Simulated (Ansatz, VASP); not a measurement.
# Two plane-wave programs on Na3N2

INCAR

```
SYSTEM = Na3N2
PREC = Accurate ; ENCUT = 600
EDIFF = 1E-6 ; ISMEAR = 0
SIGMA = 0.1 ; LREAL = .False.
LASPH = .True. ; NELM = 80
ALGO = Normal ; ISIF = 3
LWAVE = .False. ; LCHARG = .False.
GGA = PE ; IBRION = 2
NSW = 100 ; EDIFFG = -0.01
```

KPOINTS

```
regular mesh
0
Gamma
  15 15 4
  0 0 0
```

File POSCAR:

```
Na3N2
1.0
    3.3260888943      0.0000000000      0.0000000000
   -1.6630444471      2.8804774777      0.0000000000
    0.0000000000      0.0000000000     10.3751658104
Na N
3 2
Direct
    0.0000000000      0.0000000000      0.1542131132
    0.0000000000      0.0000000000      0.8457868868
    0.0000000000      0.0000000000      0.5000000000
    0.3333333333      0.6666666667      0.0000000000
    0.6666666667      0.3333333333      0.0000000000
```

Input for Ansatz:

```yaml
crystal:
  lattice:
    - [3.3260888943, 0.0, 0.0]
    - [-1.6630444471, 2.8804774777, 0.0]
    - [0.0, 0.0, 10.3751658104]
  atoms:
    - { symbol: Na, position: [0.0, 0.0, 0.1542131132] }
    - { symbol: Na, position: [0.0, 0.0, 0.8457868868] }
    - { symbol: Na, position: [0.0, 0.0, 0.5] }
    - { symbol: "N", position: [0.3333333333, 0.6666666667, 0.0] }
    - { symbol: "N", position: [0.6666666667, 0.3333333333, 0.0] }
basis:
  ecutwfc: 420
kpoints:
  mp_grid: { grid: [15, 15, 4] }
hamiltonian:
  xc: pbe
scf:
  occupations: { method: gaussian, width: 0.1 }
output:
  forces: true
  stress: true
  eigenvalues: true
relax:
  adjacent_minimum: "off"
  f_tol: 0.01
  max_steps: 80
  cell: { stress_tol: 0.05 }
```

Alike in both runs: task relaxation of cell and atoms; functional PBE; k mesh 15 × 15 × 4; occupations gaussian, width 0.1 eV; no spin polarisation.

|  | VASP | Ansatz |
| --- | --- | --- |
| version | VASP 6.6.1 | Ansatz 0.2.0 |
| potentials or method | VASP PAW PBE potentials, release 64 (Na_pv, N), cutoff 600 eV | scalar-relativistic, plane waves, PAW |
| valence electrons in the cell | 31 | 37 |

|  | VASP | Ansatz | Ansatz less VASP |
| --- | --- | --- | --- |
| gap on the k mesh at the Fermi level, each at its own relaxed structure (eV) | none | none | - |
| relaxed volume (Å³/atom) | 20.02 | 20.02 | +0.003 |
| relaxed cell length with the largest relative difference (Å) | 10.346 | 10.341 | -0.0050 |

A gap of «none» marks a metal or a gap that the smearing closes. VASP's potentials hold 31 valence electrons a cell and Ansatz's 37, so a difference there can come from the potentials and not from the codes.
